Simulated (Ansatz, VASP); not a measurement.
One calculation of Al, two programs

File INCAR:

```
SYSTEM = Al
  PREC = Accurate
  ENCUT = 520
  EDIFF = 1E-7
  ISMEAR = 0
  SIGMA = 0.1
  LREAL = .False.
  LASPH = .True.
  NELM = 80
  ALGO = Normal
  ISIF = 2
  LWAVE = .False.
  LCHARG = .True.
  LDIPOL = .True.
  IDIPOL = 3
  DIPOL = 0.5 0.5 0.500
  GGA = PS
  LELF = .True.
  LVHAR = .True.
  LVACPOTAV = .True.
  NBANDS = 22
```

KPOINTS

```
regular mesh
0
Gamma
  1 9 1
  0 0 0
```

File POSCAR:

```
Al
1.0
    2.8394270062      0.0000000000      0.0000000000
    0.0000000000      4.0155561815      0.0000000000
    0.0000000000      0.0000000000     24.9379945217
Al
8
Direct
    0.5000000000      0.5000000000      0.3007459158
    0.0000000000      0.0000000000      0.3576756541
    0.5000000000      0.5000000000      0.4146053925
    0.0000000000      0.0000000000      0.4715351308
    0.5000000000      0.5000000000      0.5284648692
    0.0000000000      0.0000000000      0.5853946075
    0.5000000000      0.5000000000      0.6423243459
    0.0000000000      0.0000000000      0.6992540842
```

Input for Ansatz:

```yaml
crystal:
  lattice:
    - [2.8394270062, 0.0, 0.0]
    - [0.0, 4.0155561815, 0.0]
    - [0.0, 0.0, 24.9379945217]
  atoms:
    - { symbol: Al, position: [0.5, 0.5, 0.3007459158] }
    - { symbol: Al, position: [0.0, 0.0, 0.3576756541] }
    - { symbol: Al, position: [0.5, 0.5, 0.4146053925] }
    - { symbol: Al, position: [0.0, 0.0, 0.4715351308] }
    - { symbol: Al, position: [0.5, 0.5, 0.5284648692] }
    - { symbol: Al, position: [0.0, 0.0, 0.5853946075] }
    - { symbol: Al, position: [0.5, 0.5, 0.6423243459] }
    - { symbol: Al, position: [0.0, 0.0, 0.6992540842] }
basis:
  ecutwfc: 420
kpoints:
  mp_grid: { grid: [1, 9, 1] }
hamiltonian:
  xc: pbesol
scf:
  occupations: { method: gaussian, width: 0.1 }
output:
  forces: true
  stress: true
  eigenvalues: true
efield:
  axis: 3
  dipole_correction: true
  ramp_width: 0.04
```

Alike in both runs: task single point; functional PBEsol; k mesh 1 × 9 × 1; occupations gaussian, width 0.1 eV; no spin polarisation.

```csv
,VASP,Ansatz
version,VASP 6.6.1,Ansatz 0.2.0
potentials or method,"VASP PAW PBE potentials, release 64 (Al), cutoff 520 eV","scalar-relativistic, plane waves, PAW"
valence electrons in the cell,24,24
```

|  | VASP | Ansatz | Ansatz less VASP |
| --- | --- | --- | --- |
| gap on the k mesh at the Fermi level (eV) | 0.46 | 0.45 | -0.003 |
| least direct gap on the mesh (eV) | 0.81 | 0.80 | -0.003 |
| rms of the force components (eV/Å) | 0.700 | 0.700 | -0.0003 |

VASP's potentials were made for PBE, not for PBEsol. Atom by atom the forces differ by 0.001 eV/Å (rms over components). The functional is the same, so the differences come from potentials, cutoffs and numerics.
